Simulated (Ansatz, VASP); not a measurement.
# Two plane-wave programs on CsPbCl3

The input INCAR:

```
SYSTEM = CsPbCl3
PREC = Accurate ; ENCUT = 520
EDIFF = 1E-6 ; ISMEAR = 0
SIGMA = 0.01 ; LREAL = .FALSE.
LASPH = .TRUE. ; NELM = 60
ALGO = Normal ; ISIF = 2
LWAVE = .FALSE. ; LCHARG = .FALSE.
GGA = PE ; NBANDS = 30
```

File KPOINTS:

```
Automatic mesh
0
G
  4 4 4
  0 0 0
```

Contents of POSCAR:

```
CsPbCl3
1.0
    5.7402632973      0.0000000000      0.0000000000
    0.0000000000      5.7402632973      0.0000000000
    0.0000000000      0.0000000000      5.7402632973
Cs Pb Cl
1 1 3
Direct
    0.0000000000      0.0000000000      0.0000000000
    0.5000000000      0.5000000000      0.5000000000
    0.5000000000      0.5000000000      0.0000000000
    0.0000000000      0.5000000000      0.5000000000
    0.5000000000      0.0000000000      0.5000000000
```

Input for Ansatz:

```yaml
crystal:
  lattice:
    - [5.7402632973, 0.0, 0.0]
    - [0.0, 5.7402632973, 0.0]
    - [0.0, 0.0, 5.7402632973]
  atoms:
    - { symbol: Cs, position: [0.0, 0.0, 0.0] }
    - { symbol: Pb, position: [0.5, 0.5, 0.5] }
    - { symbol: Cl, position: [0.5, 0.5, 0.0] }
    - { symbol: Cl, position: [0.0, 0.5, 0.5] }
    - { symbol: Cl, position: [0.5, 0.0, 0.5] }
kpoints:
  mp_grid: { grid: [4, 4, 4] }
hamiltonian:
  xc: pbe
scf:
  occupations: { method: fixed }
  n_extra_bands: 5
output:
  forces: true
  stress: true
  eigenvalues: true
```

Alike in both runs: task single point; functional PBE; k mesh 4 × 4 × 4; no spin polarisation.

|  | VASP | Ansatz |
| --- | --- | --- |
| version | VASP 6.6.1 | Ansatz 0.2.0 |
| potentials or method | VASP PAW PBE potentials, release 64 (Cs_sv, Pb_d, Cl) | plane waves, PAW |
| plane-wave cutoff (eV) | 520 | 420 |
| occupations | gaussian, width 0.01 eV | fixed |
| valence electrons in the cell | 44 | 44 |

|  | VASP | Ansatz | Ansatz less VASP |
| --- | --- | --- | --- |
| gap on the k mesh at the Fermi level (eV) | 2.22 | 2.21 | -0.008 |
| pressure (GPa) | 0.0 | 0.0 | +0.05 |

Neither program's run includes spin-orbit coupling.
